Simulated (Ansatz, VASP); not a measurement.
# SiC in VASP and in Ansatz

INCAR

```
SYSTEM = SiC
  PREC = Accurate
  ENCUT = 520
  EDIFF = 1E-6
  ISMEAR = 0
  SIGMA = 0.05
  LREAL = .FALSE.
  LASPH = .TRUE.
  NELM = 80
  ALGO = Normal
  ISIF = 2
  LWAVE = .FALSE.
  LCHARG = .FALSE.
  NBANDS = 16
```

File KPOINTS:

```
regular mesh
0
G
  12 12 6
  0 0 0
```

File POSCAR:

```
SiC
1.0
    3.0759982064      0.0000000000      0.0000000000
   -1.5379991032      2.6638925888      0.0000000000
    0.0000000000      0.0000000000      5.0480000000
Si C
2 2
Direct
    0.3333333333      0.6666666667      0.0000000000
    0.6666666667      0.3333333333      0.5000000000
    0.3333333333      0.6666666667      0.3850000000
    0.6666666667      0.3333333333      0.8850000000
```

Input for Ansatz:

```yaml
crystal:
  lattice:
    - [3.0759982064, 0.0, 0.0]
    - [-1.5379991032, 2.6638925888, 0.0]
    - [0.0, 0.0, 5.048]
  atoms:
    - { symbol: Si, position: [0.3333333333, 0.6666666667, 0.0] }
    - { symbol: Si, position: [0.6666666667, 0.3333333333, 0.5] }
    - { symbol: C, position: [0.3333333333, 0.6666666667, 0.385] }
    - { symbol: C, position: [0.6666666667, 0.3333333333, 0.885] }
basis:
  ecutwfc: 420
kpoints:
  mp_grid: { grid: [12, 12, 6] }
hamiltonian:
  xc: lda
scf:
  occupations: { method: gaussian, width: 0.05 }
output:
  forces: true
  stress: true
  eigenvalues: true
  write_density: true
  write_potential: true
  elf: true
  volumetric_format: npy
```

Alike in both runs: task single point; functional LDA; k mesh 12 × 12 × 6; occupations gaussian, width 0.05 eV; no spin polarisation.

|  | VASP | Ansatz |
| --- | --- | --- |
| version | VASP 6.6.1 | Ansatz 0.2.0 |
| potentials or method | VASP PAW LDA potentials, release 64 (Si, C), cutoff 520 eV | scalar-relativistic, plane waves, PAW |
| valence electrons in the cell | 16 | 16 |

Ansatz gave:

- gap on the k mesh at the Fermi level (eV): 2.21
- least direct gap on the mesh (eV): 3.98
- pressure (GPa): -4.0
- traceless stress, the component that is largest in VASP (GPa): -2.82
- rms of the force components (eV/Å): 0.423

Q: What did VASP give for the same quantities?

A: gap on the k mesh at the Fermi level (eV): 2.20; least direct gap on the mesh (eV): 3.97; pressure (GPa): -3.6; traceless stress, the component that is largest in VASP (GPa): -2.84; rms of the force components (eV/Å): 0.424.

LDA's correlation is that of Perdew and Zunger in VASP and of Perdew and Wang (1992) in Ansatz. Atom by atom the forces differ by 0.001 eV/Å (rms over components).
